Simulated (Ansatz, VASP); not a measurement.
**Si2Mo: VASP beside Ansatz**

The input INCAR:

```
SYSTEM = Si2Mo
ALGO = Normal
EDIFF = 1E-7
ENCUT = 520
GGA = PS
ISIF = 2
ISMEAR = 0
LASPH = .TRUE.
LCHARG = .FALSE.
LREAL = .FALSE.
LWAVE = .FALSE.
NBANDS = 18
NELM = 60
PREC = Accurate
SIGMA = 0.15
```

File KPOINTS:

```
k-points
0
G
  20 20 20
  0 0 0
```

POSCAR

```
Si2Mo
1.0
   -1.5152833265      1.5152833265      3.7151574000
    1.5152833265     -1.5152833265      3.7151574000
    1.5152833265      1.5152833265     -3.7151574000
Si Mo
2 1
Direct
    0.3350596655      0.3350596655      0.0000000000
    0.6649403345      0.6649403345      0.0000000000
    0.0000000000      0.0000000000      0.0000000000
```

Input for Ansatz:

```yaml
crystal:
  lattice:
    - [-1.5152833265, 1.5152833265, 3.7151574]
    - [1.5152833265, -1.5152833265, 3.7151574]
    - [1.5152833265, 1.5152833265, -3.7151574]
  atoms:
    - { symbol: Si, position: [0.3350596655, 0.3350596655, 0.0] }
    - { symbol: Si, position: [0.6649403345, 0.6649403345, 0.0] }
    - { symbol: Mo, position: [0.0, 0.0, 0.0] }
basis:
  ecutwfc: 420
kpoints:
  mp_grid: { grid: [20, 20, 20] }
hamiltonian:
  xc: pbesol
scf:
  occupations: { method: gaussian, width: 0.15 }
output:
  forces: true
  stress: true
  eigenvalues: true
  write_density: true
  write_potential: true
  elf: true
  volumetric_format: npy
```

Change from the starting cell: strain -0.050 along x and y, -0.050 along z, atoms carried along.

Alike in both runs: task single point; functional PBEsol; k mesh 20 × 20 × 20; occupations gaussian, width 0.15 eV; no spin polarisation.

|  | VASP | Ansatz |
| --- | --- | --- |
| version | VASP 6.6.1 | Ansatz 0.2.0 |
| potentials or method | VASP PAW PBE potentials, release 64 (Si, Mo_sv), cutoff 520 eV | scalar-relativistic, plane waves, PAW |
| valence electrons in the cell | 22 | 22 |

|  | VASP | Ansatz | Ansatz less VASP |
| --- | --- | --- | --- |
| gap on the k mesh at the Fermi level (eV) | none | none | - |
| pressure (GPa) | 48.4 | 47.6 | -0.74 |
| traceless stress, the component that is largest in VASP (GPa) | 4.32 | 4.30 | -0.018 |
| rms of the force components (eV/Å) | 0.202 | 0.198 | -0.0044 |

VASP's potentials were made for PBE, not for PBEsol. Atom by atom the forces differ by 0.004 eV/Å (rms over components). A gap of «none» marks a metal or a gap that the smearing closes. Both programs put the cell under a high pressure, so it lies far from rest at this level. With one functional, cell and mesh, what is left measures potentials, basis and numerics.
